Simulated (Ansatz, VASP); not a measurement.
MgO: VASP beside Ansatz

```
CELL_PARAMETERS angstrom
2.10760 -2.10760 0.00000
2.10760 0.00000 -2.10760
8.64114 8.43038 8.21962
ATOMIC_POSITIONS crystal
Mg 0.00000 0.96250 0.37500
Mg 0.33333 0.31250 0.20833
Mg 0.66667 0.61250 0.54167
Mg 0.00000 0.91250 0.87500
Mg 0.33333 0.26250 0.70833
Mg 0.66667 0.66250 0.04167
O 0.66667 0.63750 0.29167
O 0.00000 0.98750 0.12500
O 0.33333 0.28750 0.45833
O 0.66667 0.58750 0.79167
O 0.00000 0.93750 0.62500
O 0.33333 0.23750 0.95833
```

Alike in both runs: task single point; functional PBEsol; k mesh 9 × 9 × 2; occupations gaussian, width 0.05 eV; no spin polarisation.

|  | VASP | Ansatz |
| --- | --- | --- |
| version | VASP 6.6.1 | Ansatz 0.2.0 |
| potentials or method | VASP PAW PBE potentials, release 64 (Mg, O), cutoff 520 eV | scalar-relativistic, plane waves, PAW |
| valence electrons in the cell | 48 | 96 |

```csv
,VASP,Ansatz,Ansatz less VASP
gap on the k mesh at the Fermi level (eV),4.53,4.54,+0.006
least direct gap on the mesh (eV),4.53,4.54,+0.006
pressure (GPa),0.2,0.8,+0.59
"traceless stress, the component that is largest in VASP (GPa)",2.22,2.19,-0.027
rms of the force components (eV/Å),0.296,0.291,-0.0044
```

VASP's potentials were made for PBE, not for PBEsol, and Ansatz warns of the same on its side. Atom by atom the forces differ by 0.005 eV/Å (rms over components). VASP's potentials hold 48 valence electrons a cell and Ansatz's 96, so a difference there can come from the potentials and not from the codes.
